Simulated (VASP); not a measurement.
**BaWF3: single point with PBE**

Crystal: BaWF3.

```
Ba W F
1.0
     4.39649    0.00000    0.00000
     0.00000    4.39649    0.00000
     0.00000    0.00000    4.39649
Ba W F
1 1 3
Direct
  0.50000 0.50000 0.50000
  0.00000 0.00000 0.00000
  0.50000 0.00000 0.00000
  0.00000 0.50000 0.00000
  0.00000 0.00000 0.50000
```

```
Program             : VASP 6.6.1
Task                : single point
Functional          : PBE
Potentials or basis : VASP PAW PBE potentials, release 64 (Ba_sv, W_sv, F)
Cutoff              : 520 eV
k mesh              : 8 × 8 × 8
Occupations         : gaussian, width 0.1 eV
Spin                : no spin polarisation
```

```yaml
Pressure: 0.8 GPa
```

Levels at points of the mesh, in eV from the Fermi level:
```csv
k point,band 20,band 21,band 22,band 23,band 24,band 25
"(0.00, 0.00, 0.00)",-7.58,-1.53,-1.24,-1.24,-1.24,-0.19
"(0.50, 0.00, 0.00)",-7.79,-0.93,-0.08,-0.08,0.61,0.75
"(0.50, 0.50, 0.00)",-7.35,-0.30,-0.30,-0.02,0.45,1.84
"(0.50, 0.50, 0.50)",-7.32,0.63,0.63,0.63,0.64,0.64
```

Wall time 92 s on 1 thread of Intel(R) Xeon(R) Platinum 8488C (Sapphire Rapids) (shared host), peak memory 0.26 GiB.

Caveat: spin-orbit coupling is left out, which moves the levels of the heavy elements; an odd number of electrons without spin polarisation forces a metal; a magnetic or distorted state may lie lower.
